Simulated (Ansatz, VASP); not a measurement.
**Two plane-wave programs on HPt6**

```
Pt H
1.0
     5.61433    0.00000    0.00000
     0.00000    5.61433    0.00000
     0.00000    0.00000   21.85138
Pt H
12 2
Direct
  0.25000 0.25000 0.18305
  0.25000 0.75000 0.18305
  0.75000 0.25000 0.18305
  0.75000 0.75000 0.18305
  0.00000 0.00000 0.27121
  0.00000 0.50000 0.27121
  0.50000 0.00000 0.27121
  0.50000 0.50000 0.27121
  0.25000 0.25000 0.35931
  0.25000 0.75000 0.35931
  0.75000 0.25000 0.35931
  0.75000 0.75000 0.35931
  0.89482 0.00000 0.42383
  0.10518 0.00000 0.42383
```

Alike in both runs: task single point; functional PBE; k mesh 5 × 5 × 1; occupations gaussian, width 0.1 eV; no spin polarisation.

|  | VASP | Ansatz |
| --- | --- | --- |
| version | VASP 6.6.1 | Ansatz 0.2.0 |
| potentials or method | VASP PAW PBE potentials, release 64 (Pt, H), cutoff 520 eV | scalar-relativistic, plane waves, PAW |
| valence electrons in the cell | 122 | 218 |

|  | VASP | Ansatz | Ansatz less VASP |
| --- | --- | --- | --- |
| gap on the k mesh at the Fermi level (eV) | none | none | - |
| rms of the force components (eV/Å) | 0.324 | 0.329 | +0.0048 |

Atom by atom the forces differ by 0.009 eV/Å (rms over components). A gap of «none» marks a metal or a gap that the smearing closes. With one functional, cell and mesh, what is left measures potentials, basis and numerics. VASP's potentials hold 122 valence electrons a cell and Ansatz's 218, so a difference there can come from the potentials and not from the codes.

Neither program's run includes spin-orbit coupling.
